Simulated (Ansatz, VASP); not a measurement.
# One calculation of In, two programs

The input POSCAR:

```
In
1.0
    3.0437040583      0.0000000000      0.0000000000
    0.0000000000      3.0437040583      0.0000000000
    0.0000000000      0.0000000000      3.0437040583
In
1
Direct
    0.0000000000      0.0000000000      0.0000000000
```

The input INCAR.step1:

```
SYSTEM = In
PREC = Accurate
ENCUT = 520
ISMEAR = -1
SIGMA = 0.1
LREAL = .False.
LASPH = .True.
NELM = 100
NBANDS = 12
GGA = PE
ALGO = Normal
EDIFF = 1E-4
LWAVE = .True.
LCHARG = .False.
```

File INCAR.step2:

```
SYSTEM = In
PREC = Accurate
ENCUT = 520
EDIFF = 1E-6
ISMEAR = -1
SIGMA = 0.1
LREAL = .False.
LASPH = .True.
NELM = 100
ALGO = Normal
ISIF = 2
LWAVE = .False.
LCHARG = .True.
METAGGA = R2SCAN
LMIXTAU = .True.
LELF = .True.
LVHAR = .True.
NBANDS = 12
ISTART = 1
```

Contents of KPOINTS:

```
Automatic mesh
0
Gamma
  12 12 12
  0 0 0
```

Input for Ansatz:

```yaml
crystal:
  lattice:
    - [3.0437040583, 0.0, 0.0]
    - [0.0, 3.0437040583, 0.0]
    - [0.0, 0.0, 3.0437040583]
  atoms:
    - { symbol: In, position: [0.0, 0.0, 0.0] }
hamiltonian:
  xc: r2scan
  pseudopotentials:
    kind: paw
    azcp:
      In: "pseudopotentials/In.paw.azcp"
basis:
  ecutwfc: 500
  fft_grid_basis: typed
kpoints:
  mp_grid: { grid: [12, 12, 12], shift: [0, 0, 0] }
magnetization:
  spin_polarized: false
scf:
  occupations: { method: fermi_dirac, width: 0.1 }
  lower_state_search: "off"
output:
  stress: true
```

Alike in both runs: task single point; functional r2SCAN; k mesh 12 × 12 × 12; occupations fermi-dirac, width 0.1 eV; no spin polarisation.

```csv
,VASP,Ansatz
version,VASP 6.6.1,Ansatz 0.2.0
potentials or method,"VASP PAW PBE potentials, release 64 (In_d), cutoff 520 eV","plane waves (500 eV) with PAW, scalar-relativistic"
valence electrons in the cell,13,13
```

|  | VASP | Ansatz | Ansatz less VASP |
| --- | --- | --- | --- |
| pressure (GPa) | -0.1 | -0.1 | -0.01 |

VASP's potentials were made for PBE, not for r2SCAN. With one functional, cell and mesh, what is left measures potentials, basis and numerics.
